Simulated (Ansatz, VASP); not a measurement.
**One calculation of H2CClF, two programs**

```
CELL_PARAMETERS angstrom
5.02662 0.00000 -0.00456
0.00000 4.20956 0.00000
-2.12261 0.00000 6.65188
ATOMIC_POSITIONS crystal
H 0.27203 0.38505 0.15454
H 0.72797 0.88505 0.84546
H 0.56599 0.12017 0.27039
H 0.43401 0.62017 0.72961
C 0.34146 0.14136 0.19525
C 0.65854 0.64136 0.80475
Cl 0.16398 0.99822 0.36464
Cl 0.83602 0.49822 0.63536
F 0.26998 0.95571 0.02408
F 0.73002 0.45571 0.97592
```

Alike in both runs: functional PBE; dispersion D3(BJ); k mesh 4 × 6 × 4; occupations gaussian, width 0.02 eV; no spin polarisation.

Ansatz relaxed the structure, and its values are those at the end. VASP's run is a single point on that final structure, the one shown.

|  | VASP | Ansatz |
| --- | --- | --- |
| version | VASP 6.6.1 | Ansatz 0.2.0 |
| potentials or method | VASP PAW PBE potentials, release 64 (H, C, Cl, F), cutoff 520 eV | scalar-relativistic, plane waves, PAW |
| valence electrons in the cell | 40 | 40 |

|  | VASP | Ansatz | Ansatz less VASP |
| --- | --- | --- | --- |
| gap on the k mesh at the Fermi level (eV) | 6.03 | 5.98 | -0.041 |
| least direct gap on the mesh (eV) | 6.07 | 6.02 | -0.044 |
| pressure (GPa) | 0.1 | 0.0 | -0.06 |
| rms of the force components (eV/Å) | 0.138 | 0.004 | -0.1349 |

One of these differences is far larger than is usual between the two programs; its cause wasn't traced.
